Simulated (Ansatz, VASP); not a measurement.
**One calculation of WSe3, two programs**

```xyz
4
Lattice="-2.3089 2.3089 3.2889 2.3089 -2.3089 3.2889 2.3089 2.3089 -3.2889" Properties=species:S:1:pos:R:3 pbc="T T T"
W     0.0000    0.0000    0.0000
Se    0.0000    0.0000    3.2889
Se    2.3089    0.0000    1.6445
Se    0.0000    2.3089    1.6445
```

Alike in both runs: functional PBE; k mesh 6 × 6 × 6; occupations gaussian, width 0.1 eV; collinear spin.

Ansatz relaxed the structure, and its values are those at the end. VASP's run is a single point on that final structure, the one shown.

```csv
,VASP,Ansatz
version,VASP 6.6.1,Ansatz 0.2.0
potentials or method,"VASP PAW PBE potentials, release 64 (W_sv, Se), cutoff 520 eV","scalar-relativistic, plane waves, PAW"
valence electrons in the cell,32,62
```

```csv
,VASP,Ansatz,Ansatz less VASP
gap on the k mesh at the Fermi level (eV),none,none,-
pressure (GPa),0.1,0.0,-0.11
net moment per atom (μB),0.00,0.00,0.000
```

A gap of «none» marks a metal or a gap that the smearing closes. VASP's potentials hold 32 valence electrons a cell and Ansatz's 62, so a difference there can come from the potentials and not from the codes. Ansatz's warnings: seeded moment not kept.

Neither program's run includes spin-orbit coupling.
